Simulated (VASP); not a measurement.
# CaHfAs2 (P-3m1) in VASP: notebook, part 2 of 3

VASP 6.6.1. The steps go on from the part before.

## (3) Single point, PBE

INCAR

```
SYSTEM = CaHfAs2
ALGO = Normal ; EDIFF = 1E-6
ENCUT = 520 ; GGA = PE
ISIF = 2 ; ISMEAR = 0
LASPH = .True. ; LCHARG = .True.
LELF = .True. ; LREAL = .False.
LVHAR = .True. ; LWAVE = .False.
NBANDS = 23 ; NELM = 100
PREC = Accurate ; SIGMA = 0.1
```

KPOINTS

```
k-points
0
Gamma
  12 12 8
  0 0 0
```

POSCAR

```
CaHfAs2
1.0
    3.9214514465     -0.0000000028      0.0000000000
   -1.9607257208      3.3960765738      0.0000000000
    0.0000000000      0.0000000000      7.0773761578
Ca Hf As
1 1 2
Direct
    0.0000000000      0.0000000000      0.0000000000
    0.0000000000      0.0000000000      0.5000000000
    0.3333333333      0.6666666667      0.7219268056
    0.6666666667      0.3333333333      0.2780731944
```

Potentials or basis: VASP PAW PBE potentials, release 64 (Ca_sv, Hf_pv, As).

On the command line:

```bash
$ cat potpaw_PBE.64/Ca_sv/POTCAR potpaw_PBE.64/Hf_pv/POTCAR potpaw_PBE.64/As/POTCAR > POTCAR
$ mpirun -np 1 vasp_std > vasp.out
```

OUTCAR:

```text
SYSTEM = CaHfAs2
   EDIFF = 1E-6
   ENCUT = 520
   GGA = PE
   ISIF = 2
   ISMEAR = 0
   LASPH = .True.
   LREAL = .False.
   NELM = 100
   PREC = Accurate

 ion  position               nearest neighbor table
   1  0.000  0.000  0.000-   3 3.00   4 3.00   4 3.00   3 3.00   4 3.00   3 3.00
   2  0.000  0.000  0.500-   3 2.76   4 2.76   4 2.76   3 2.76   4 2.76   3 2.76
   3  0.333  0.667  0.722-   2 2.76   2 2.76   2 2.76   1 3.00   1 3.00   1 3.00
   4  0.667  0.333  0.278-   2 2.76   2 2.76   2 2.76   1 3.00   1 3.00   1 3.00

  LATTYP: Found a hexagonal cell.
 ALAT       =     3.9214514465
 C/A-ratio  =     1.8047848493

  Lattice vectors:

 A1 = (   3.9214514465,  -0.0000000028,   0.0000000000)
 A2 = (  -1.9607257208,   3.3960765738,   0.0000000000)
 A3 = (   0.0000000000,   0.0000000000,   7.0773761578)

Analysis of symmetry for initial positions (statically):
=====================================================================
 Subroutine PRICEL returns:
 Original cell was already a primitive cell.

 Routine SETGRP: Setting up the symmetry group for a
[... 167 lines left out ...]
  ext. energy  EPLUGINS =         0.00000000
  ---------------------------------------------------
  free energy    TOTEN  =       -25.48485198 eV

  energy without entropy =      -25.48172044  energy(sigma->0) =      -25.48328621

 E-fermi :   4.2807     XC(G=0):  -9.8924

 val. band max:        4.2805144539   @ k =   0.0000   0.0000   0.0000
 cond. band min:       4.2818538906   @ k =   0.0000   0.4167   0.2500
 fundamental gap:      0.0013394367
 Fermi energy:         4.2806572195

 k-point     1 :       0.0000    0.0000    0.0000
  band No.  band energies     occupation
      1     -36.4752      2.00000
      2     -27.1205      2.00000
      3     -27.1205      2.00000
      4     -27.0904      2.00000
      5     -17.5081      2.00000
      6     -17.4908      2.00000
[... 613 lines left out ...]
     22       8.6886      0.00000
     23       8.6920      0.00000

 [... further k-points ...]
[... 5 lines left out ...]
  --------------------------------------------------------------------------------------
  -------------------------------------------------------------------------------------
  Total       -0.0125732     -0.0125732      0.0178968     -0.0000000     -0.0000000     -0.0000000
  in kB       -0.2137276     -0.2137276      0.3042211     -0.0000000     -0.0000000     -0.0000000
  external PRESSURE =      -0.0410780 kB  Pullay stress =       0.0000000 kB

 VOLUME and BASIS-vectors are now :
 -----------------------------------------------------------------------------
  energy-cutoff  :      520.00
  volume of cell :       94.25
      direct lattice vectors                 reciprocal lattice vectors
     3.921451446 -0.000000003  0.000000000     0.255007620  0.147228718  0.000000000
    -1.960725721  3.396076574  0.000000000     0.000000000  0.294457436  0.000000000
     0.000000000  0.000000000  7.077376158     0.000000000  0.000000000  0.141295302

 POSITION                                       TOTAL-FORCE (eV/Angst)
 -----------------------------------------------------------------------------------
      0.00000      0.00000      0.00000         0.000000      0.000000      0.000000
      0.00000      0.00000      3.53869         0.000000      0.000000      0.000000
      0.00000      2.26405      5.10935        -0.000000      0.000000     -0.037665
      1.96073      1.13203      1.96803         0.000000      0.000000      0.037665
 -----------------------------------------------------------------------------------
    total drift:                                0.000000      0.000000      0.000000

  FREE ENERGIE OF THE ION-ELECTRON SYSTEM (eV)
  ---------------------------------------------------
  free  energy   TOTEN  =       -25.4848519810 eV

  energy  without entropy=      -25.4817204394  energy(sigma->0) =      -25.48328621
```

OSZICAR:

```text
N       E                     dE             d eps       ncg     rms          rms(c)
DAV:   1     0.171978624293E+03    0.17198E+03   -0.14456E+04  6026   0.120E+03
DAV:   2    -0.168933607118E+02   -0.18887E+03   -0.18109E+03  7011   0.292E+02
DAV:   3    -0.268573598144E+02   -0.99640E+01   -0.97932E+01  9127   0.537E+01
DAV:   4    -0.272724285562E+02   -0.41507E+00   -0.41418E+00  9649   0.901E+00
DAV:   5    -0.272786073482E+02   -0.61788E-02   -0.61775E-02  8430   0.101E+00    0.397E+01
DAV:   6    -0.255416364276E+02    0.17370E+01   -0.52336E+00  7237   0.807E+00    0.290E+01
DAV:   7    -0.254970732060E+02    0.44563E-01   -0.11461E+00  7316   0.511E+00    0.528E+00
DAV:   8    -0.254896927267E+02    0.73805E-02   -0.70590E-02  8052   0.123E+00    0.117E+00
DAV:   9    -0.254849939161E+02    0.46988E-02   -0.27092E-02  7317   0.692E-01    0.271E-01
DAV:  10    -0.254848541506E+02    0.13977E-03   -0.29515E-03  7702   0.265E-01    0.125E-01
DAV:  11    -0.254848529815E+02    0.11692E-05   -0.22619E-04  8286   0.789E-02    0.831E-02
DAV:  12    -0.254848528356E+02    0.14586E-06   -0.34799E-05  8118   0.353E-02    0.498E-02
DAV:  13    -0.254848519810E+02    0.85459E-06   -0.56611E-06  7007   0.119E-02
   1 F= -.25484852E+02 E0= -.25483286E+02  d E =-.313154E-02
```

Run time: 3 min. Hardware: 1 thread of Intel Xeon 6975P-C (Granite Rapids), shared host; peak memory 0.45 GiB.

What came out:

- Free energy: -25.4849 eV
- Pressure: 0.0 GPa
- Largest force: 0.038 eV/Å
- Band gap on the k mesh: zero (band 15 reaches 5.01 eV, above the bottom of band 16 at 4.09 eV)

Forces in eV/Å, atoms in the order of the input:
```
Ca   0.000  0.000  0.000
Hf   0.000  0.000  0.000
As   0.000  0.000 -0.038
As   0.000  0.000  0.038
```

Levels at points of the mesh, in eV from the Fermi level:
| k point | band 12 | band 13 | band 14 | band 15 | band 16 | band 17 | band 18 | band 19 |
| --- | --- | --- | --- | --- | --- | --- | --- | --- |
| (0.00, 0.00, 0.00) | -2.12 | -0.08 | 0.00 | 0.73 | 0.73 | 1.04 | 1.04 | 2.48 |
| (0.50, 0.00, 0.00) | -2.79 | -2.12 | -1.99 | -0.77 | -0.19 | 1.75 | 2.67 | 2.70 |
| (0.00, 0.00, 0.50) | -1.97 | -1.97 | -0.01 | -0.01 | 1.20 | 1.20 | 1.47 | 2.52 |
| (0.50, 0.00, 0.50) | -2.31 | -1.95 | -1.76 | -1.05 | 0.21 | 1.68 | 2.69 | 2.71 |

Caveat: spin-orbit coupling is left out, which moves the levels of the heavy elements.

## (4) Relaxation of cell and atoms, PBE

This run uses another cell than the first one, of 23.63 Å³/atom, 1.003 times its volume.

INCAR

```
PREC = Accurate ; ENCUT = 600
EDIFF = 1E-6 ; ISMEAR = 0
SIGMA = 0.1 ; LREAL = F
LASPH = T ; NELM = 100
ALGO = Normal ; ISIF = 3
LWAVE = F ; LCHARG = F
GGA = PE ; IBRION = 2
NSW = 100 ; EDIFFG = -0.01
```

KPOINTS

```
Automatic mesh
0
Gamma
  12 12 8
```

POSCAR

```
CaHfAs2
1.0
    4.0499166700      0.0000000000      0.0000000000
   -2.0249583300      3.5073307200      0.0000000000
    0.0000000000      0.0000000000      6.6540873500
Ca Hf As
1 1 2
Direct
    0.0000000000      0.0000000000      0.0000000000
    0.0000000000      0.0000000000      0.5000000000
    0.3333333300      0.6666666700      0.7175338400
    0.6666666700      0.3333333300      0.2824661600
```

Potentials or basis: VASP PAW PBE potentials, release 64 (Ca_sv, Hf_pv, As).

On the command line:

```bash
$ cat potpaw_PBE.64/Ca_sv/POTCAR potpaw_PBE.64/Hf_pv/POTCAR potpaw_PBE.64/As/POTCAR > POTCAR
$ mpirun -np 1 vasp_std > vasp.out
```

OUTCAR:

```text
PREC = Accurate
   ENCUT = 600
   EDIFF = 1E-6
   ISMEAR = 0
   LREAL = F
   LASPH = T
   NELM = 100
   ISIF = 3
   GGA = PE
   IBRION = 2
   NSW = 100
   EDIFFG = -0.01

 ion  position               nearest neighbor table
   1  0.000  0.000  0.000-   3 3.00   4 3.00   3 3.00   4 3.00   4 3.00   3 3.00   2 3.33   2 3.33

   2  0.000  0.000  0.500-   3 2.75   4 2.75   3 2.75   4 2.75   4 2.75   3 2.75   1 3.33   1 3.33

   3  0.333  0.667  0.718-   2 2.75   2 2.75   2 2.75   1 3.00   1 3.00   1 3.00
   4  0.667  0.333  0.282-   2 2.75   2 2.75   2 2.75   1 3.00   1 3.00   1 3.00

  LATTYP: Found a hexagonal cell.
 ALAT       =     4.0499166700
 C/A-ratio  =     1.6430183365

  Lattice vectors:

 A1 = (   4.0499166700,   0.0000000000,   0.0000000000)
 A2 = (  -2.0249583300,   3.5073307200,   0.0000000000)
 A3 = (   0.0000000000,   0.0000000000,   6.6540873500)

Analysis of symmetry for initial positions (statically):
=====================================================================
 Subroutine PRICEL returns:
 Original cell was already a primitive cell.

 Routine SETGRP: Setting up the symmetry group for a
 hexagonal supercell.

 Subroutine GETGRP returns: Found 12 space group operations
 (whereof 12 operations were pure point group operations)
 out of a pool of 24 trial point group operations.

The static configuration has the point symmetry D_3d.

Analysis of symmetry for dynamics (positions and initial velocities):
=====================================================================
 Subroutine PRICEL returns:
 Original cell was already a primitive cell.

 Routine SETGRP: Setting up the symmetry group for a
 hexagonal supercell.

 Subroutine GETGRP returns: Found 12 space group operations
 (whereof 12 operations were pure point group operations)
 out of a pool of 24 trial point group operations.

The dynamic configuration has the point symmetry D_3d.

[... 138 lines left out ...]
 maximum number of plane-waves:      3182
   NGX = 17   NGY = 17   NGZ = 27

--------------------------------------- Ionic step        1  -------------------------------------------

 number of electron      30.0000005 magnetization

 Free energy of the ion-electron system (eV)
  ---------------------------------------------------
  ext. energy  EPLUGINS =         0.00000000
  ---------------------------------------------------
  free energy    TOTEN  =       -25.29038446 eV

  energy without entropy =      -25.28762968  energy(sigma->0) =      -25.28900707

------------------------ aborting loop because EDIFF is reached ----------------------------------------

  FORCE on cell =-STRESS in cart. coord.  units (eV):
  Direction    XX          YY          ZZ          XY          YZ          ZX
  --------------------------------------------------------------------------------------
  -------------------------------------------------------------------------------------
  Total       -1.3234044     -1.3234044      4.5590582     -0.0000000     -0.0000000     -0.0000000
  in kB      -22.4332326    -22.4332326     77.2812984     -0.0000000     -0.0000000     -0.0000000
  external PRESSURE =      10.8049444 kB  Pullay stress =       0.0000000 kB
[... 95 lines left out ...]
  FREE ENERGIE OF THE ION-ELECTRON SYSTEM (eV)
  ---------------------------------------------------
  free  energy   TOTEN  =       -25.4683716363 eV

  energy  without entropy=      -25.4652037372  energy(sigma->0) =      -25.46678769

[... ionic steps 4 to 8 ...]

--------------------------------------- Ionic step        9  -------------------------------------------

 number of electron      29.9999999 magnetization

------------------------ aborting loop because EDIFF is reached ----------------------------------------
[... 71 lines left out ...]
--------------------------------------- Ionic step       11  -------------------------------------------

 number of electron      29.9999999 magnetization

 Free energy of the ion-electron system (eV)
  ---------------------------------------------------
  ext. energy  EPLUGINS =         0.00000000
  ---------------------------------------------------
  free energy    TOTEN  =       -25.48525222 eV

  energy without entropy =      -25.48211417  energy(sigma->0) =      -25.48368319

 E-fermi :   4.2783     XC(G=0):  -9.8865

 val. band max:        4.2779380259   @ k =   0.0000   0.0000   0.0000
 cond. band min:       4.2804622591   @ k =   0.0000   0.3333   0.1250
 fundamental gap:      0.0025242332
 Fermi energy:         4.2783094810

 k-point     1 :       0.0000    0.0000    0.0000
  band No.  band energies     occupation
      1     -36.4946      2.00000
      2     -27.1220      2.00000
      3     -27.1220      2.00000
      4     -27.0927      2.00000
      5     -17.5261      2.00000
      6     -17.5100      2.00000
[... 505 lines left out ...]
      6     -17.5189      2.00000
[... 11 lines left out ...]
     18       6.3737      0.00000
     19       6.9322      0.00000

 [... further k-points ...]
[... 5 lines left out ...]
  --------------------------------------------------------------------------------------
  -------------------------------------------------------------------------------------
  Total       -0.0259414     -0.0259414      0.0215312     -0.0000000      0.0000000      0.0000000
  in kB       -0.4404971     -0.4404971      0.3656106     -0.0000000      0.0000000      0.0000000
  external PRESSURE =      -0.1717945 kB  Pullay stress =       0.0000000 kB
[... 19 lines left out ...]
  FREE ENERGIE OF THE ION-ELECTRON SYSTEM (eV)
  ---------------------------------------------------
  free  energy   TOTEN  =       -25.4852522180 eV

  energy  without entropy=      -25.4821141680  energy(sigma->0) =      -25.48368319

 reached required accuracy - stopping structural energy minimisation
```

OSZICAR:

```text
N       E                     dE             d eps       ncg     rms          rms(c)
DAV:   1     0.192437702890E+03    0.19244E+03   -0.15948E+04  4978   0.161E+03
DAV:   2    -0.136679166070E+02   -0.20611E+03   -0.20141E+03  5729   0.355E+02
DAV:   3    -0.266180485377E+02   -0.12950E+02   -0.12494E+02  8015   0.661E+01
DAV:   4    -0.270614676975E+02   -0.44342E+00   -0.44260E+00  7532   0.105E+01
[... 83 lines left out ...]
DAV:   3    -0.254852501860E+02    0.82099E-06   -0.19972E-06  4649   0.935E-03
  10 F= -.25485250E+02 E0= -.25483681E+02  d E =-.458784E-03
       N       E                     dE             d eps       ncg     rms          rms(c)
DAV:   1    -0.254852538849E+02   -0.28779E-05   -0.21971E-04  4996   0.100E-01    0.889E-03
DAV:   2    -0.254852525270E+02    0.13579E-05   -0.12736E-05  5690   0.214E-02    0.838E-03
DAV:   3    -0.254852522180E+02    0.30904E-06   -0.62432E-07  2643   0.547E-03
  11 F= -.25485252E+02 E0= -.25483683E+02  d E =-.460816E-03
```

Wall time 12 min (1 thread of Intel Xeon 6975P-C (Granite Rapids), shared host); peak memory 0.51 GiB.

What came out:

* Free energy: -25.4853 eV
* Relaxed volume: 23.59 Å³/atom
* Relaxed cell: a = 3.923 Å, b = 3.923 Å, c = 7.079 Å, α = 90.00°, β = 90.00°, γ = 120.00°
* Space group after relaxing (to 0.05 Å): P-3m1 (No. 164)
* Energy gained by relaxing: 48.7 meV/atom
* Ionic steps: 11
* Pressure after relaxing: 0.0 GPa
* Largest force after relaxing: 0.007 eV/Å
* Band gap on the k mesh: zero (band 15 reaches 5.00 eV, above the bottom of band 16 at 4.09 eV)

Forces on the atoms (eV/Å):
```
Ca   0.000  0.000  0.000
Hf   0.000  0.000  0.000
As   0.000  0.000  0.007
As   0.000  0.000 -0.007
```

Stress tensor (GPa, compression positive):
```
-0.04  0.00  0.00
 0.00 -0.04  0.00
 0.00  0.00  0.04
```

The path:
```tsv
step	energy change (eV)	largest force (eV/Å)	pressure (GPa)	volume (Å³)
1	0.0000	0.3265	1.08	94.52
2	-0.1731	0.0277	-1.39	96.56
3	-0.1780	0.0383	-1.83	96.93
4	-0.1905	0.1168	0.91	93.31
5	-0.1944	0.0640	-0.03	94.48
6	-0.1944	0.0618	-0.06	94.53
7	-0.1947	0.0361	-0.04	94.44
8	-0.1949	0.0037	0.00	94.34
9	-0.1949	0.0056	0.01	94.35
10	-0.1949	0.0101	0.01	94.36
11	-0.1949	0.0073	-0.02	94.35
```

Final structure:
```cif
data_structure
_symmetry_space_group_name_H-M 'P 1'
_symmetry_Int_Tables_number 1
_cell_length_a 3.9232
_cell_length_b 3.9232
_cell_length_c 7.0788
_cell_angle_alpha 90.000
_cell_angle_beta 90.000
_cell_angle_gamma 120.000
_cell_volume 94.35
loop_
_atom_site_label
_atom_site_type_symbol
_atom_site_fract_x
_atom_site_fract_y
_atom_site_fract_z
_atom_site_occupancy
Ca1 Ca 0.00000 0.00000 0.00000 1
Hf1 Hf 0.00000 0.00000 0.50000 1
As1 As 0.33333 0.66667 0.72128 1
As2 As 0.66667 0.33333 0.27872 1
```

Levels at points of the mesh, in eV from the Fermi level:
| k point | band 13 | band 14 | band 15 | band 16 | band 17 | band 18 |
| --- | --- | --- | --- | --- | --- | --- |
| (0.00, 0.00, 0.00) | -0.08 | 0.00 | 0.72 | 0.72 | 1.04 | 1.04 |
| (0.50, 0.00, 0.00) | -2.12 | -1.99 | -0.78 | -0.19 | 1.75 | 2.66 |
| (0.00, 0.00, 0.50) | -1.99 | -0.01 | -0.01 | 1.19 | 1.19 | 1.47 |
| (0.50, 0.00, 0.50) | -1.96 | -1.76 | -1.06 | 0.21 | 1.68 | 2.68 |

Caveat: spin-orbit coupling is left out, which moves the levels of the heavy elements.

## (5) Single point, PBE

This run uses another cell than the first one, of 23.63 Å³/atom, 1.003 times its volume.

INCAR

```
PREC = Accurate
ENCUT = 520
EDIFF = 1E-6
ISMEAR = 0
SIGMA = 0.1
LREAL = False
LASPH = True
NELM = 80
ALGO = Normal
ISIF = 2
LWAVE = False
LCHARG = False
GGA = PE
NBANDS = 23
```

KPOINTS

```
regular mesh
0
Gamma
  6 6 4
```

POSCAR is that of step 4.

On the command line:

```bash
$ cat potpaw_PBE.64/Ca_sv/POTCAR potpaw_PBE.64/Hf_pv/POTCAR potpaw_PBE.64/As/POTCAR > POTCAR
$ mpirun -np 1 vasp_std > vasp.out
```

It took 98 s on 1 thread of AMD EPYC 7R13, shared host; peak memory 0.2 GiB.

Results (log left out):

```
Free energy            : -25.2731 eV
Pressure               : 1.0 GPa
Largest force          : 0.302 eV/Å
Band gap on the k mesh : zero (band 15 reaches 4.67 eV, above the bottom of band 16 at 3.98 eV)
```

Forces in eV/Å, atoms in the order of the input:
```
Ca   0.000  0.000  0.000
Hf   0.000  0.000  0.000
As   0.000  0.000  0.302
As   0.000  0.000 -0.302
```

Stress tensor (GPa, compression positive):
```
-2.22  0.00  0.00
 0.00 -2.22  0.00
 0.00  0.00  7.58
```

Levels at points of the mesh, in eV from the Fermi level:
```
           k point  band 12  band 13  band 14  band 15  band 16  band 17  band 18  band 19
(0.00, 0.00, 0.00)    -2.51     0.05     0.44     0.51     0.51     0.84     0.84     2.62
(0.50, 0.00, 0.00)    -2.52    -2.28    -1.77    -1.08    -0.18     1.99     2.35     2.61
(0.00, 0.00, 0.50)    -2.33    -2.01    -0.27    -0.27     1.06     1.06     1.38     2.48
(0.50, 0.00, 0.50)    -2.10    -2.00    -1.38    -1.32     0.49     2.03     2.20     2.40
```

Caveat: spin-orbit coupling is left out, which moves the levels of the heavy elements.

[end of part 2 of 3]
